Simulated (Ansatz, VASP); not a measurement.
## Mo: VASP beside Ansatz

```xyz
1
Lattice="-1.5255 1.5255 1.5647 1.5255 -1.5255 1.5647 1.5255 1.5255 -1.5647" Properties=species:S:1:pos:R:3 pbc="T T T"
Mo    0.0000    0.0000    0.0000
```

Change from the starting cell: strain -0.025 along x and y, +0.000 along z, atoms carried along.

Alike in both runs: task single point; functional PBEsol; k mesh 26 × 26 × 26; occupations gaussian, width 0.15 eV; no spin polarisation.

|  | VASP | Ansatz |
| --- | --- | --- |
| version | VASP 6.6.1 | Ansatz 0.2.0 |
| potentials or method | VASP PAW PBE potentials, release 64 (Mo_sv), cutoff 520 eV | scalar-relativistic, plane waves, PAW |
| valence electrons in the cell | 14 | 14 |

Ansatz gave:

| Quantity | Value |
| --- | --- |
| gap on the k mesh at the Fermi level (eV) | none |
| pressure (GPa) | 15.9 |
| traceless stress, the component that is largest in VASP (GPa) | -6.04 |

Task: What did VASP give for the same quantities?

Result: gap on the k mesh at the Fermi level (eV): none; pressure (GPa): 16.6; traceless stress, the component that is largest in VASP (GPa): -6.04.

VASP's potentials were made for PBE, not for PBEsol. A gap of «none» marks a metal or a gap that the smearing closes.
